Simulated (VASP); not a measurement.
Write the native input for VASP 6.6.1 that does the following.

```yaml
Task: relaxation of cell and atoms
Functional: PBEsol
Potentials_or_basis: VASP PAW PBE potentials, release 64 (Ga_d, N)
Cutoff: 600 eV
k_mesh: 9 × 9 × 6
Occupations: fermi-dirac, width 0.03 eV
Spin: no spin polarisation
Dipole_correction: no
Further_INCAR_settings: ALGO = Normal; EDIFF = 1e-07; IBRION = 2; EDIFFG = -0.01; NSW = 100; ISIF = 3
```

The structure of GaN lies in POSCAR:

```
GaN
1.0
    3.1482840262      0.0000000000      0.0000000000
   -1.5741420131      2.7264939450      0.0000000000
    0.0000000000      0.0000000000      3.9351459000
Ga N
2 2
Direct
    0.3333333333      0.6666666667      0.2500000000
    0.6666666667      0.3333333333      0.7500000000
    0.6666666667      0.3333333333      0.2500000000
    0.3333333333      0.6666666667      0.7500000000
```

One way to write it, as run:

INCAR

```
PREC = Accurate
ENCUT = 600
EDIFF = 1E-7
ISMEAR = -1
SIGMA = 0.03
LREAL = F
LASPH = T
NELM = 80
ALGO = Normal
ISIF = 3
LWAVE = F
LCHARG = F
GGA = PS
IBRION = 2
NSW = 100
EDIFFG = -0.01
```

KPOINTS

```
regular mesh
0
Gamma
  9 9 6
```

Potentials or basis: VASP PAW PBE potentials, release 64 (Ga_d, N).

The run is started by

```console
$ cat potpaw_PBE.64/Ga_d/POTCAR potpaw_PBE.64/N/POTCAR > POTCAR
$ mpirun -np 1 vasp_std > vasp.out
```

It gave:

```
Relaxed volume                         : 11.13 Å³/atom
Relaxed cell                           : a = 3.308 Å, b = 3.308 Å, c = 4.700 Å, α = 90.00°, β = 90.00°, γ = 120.00°
Space group after relaxing (to 0.05 Å) : P6_3/mmc (No. 194)
Energy gained by relaxing              : 594.5 meV/atom
Ionic steps                            : 11
Pressure after relaxing                : 0.0 GPa
Band gap on the k mesh                 : 1.45 eV, direct
```

Caveat: the volume moved by over 15 % at a fixed basis, so the end points are rough; the PAW data sets were made with another functional, which shifts forces and pressure a little.

Run time: 8.2 min on 1 thread of Intel Xeon 6975P-C, on a shared host, peak memory 0.19 GiB.
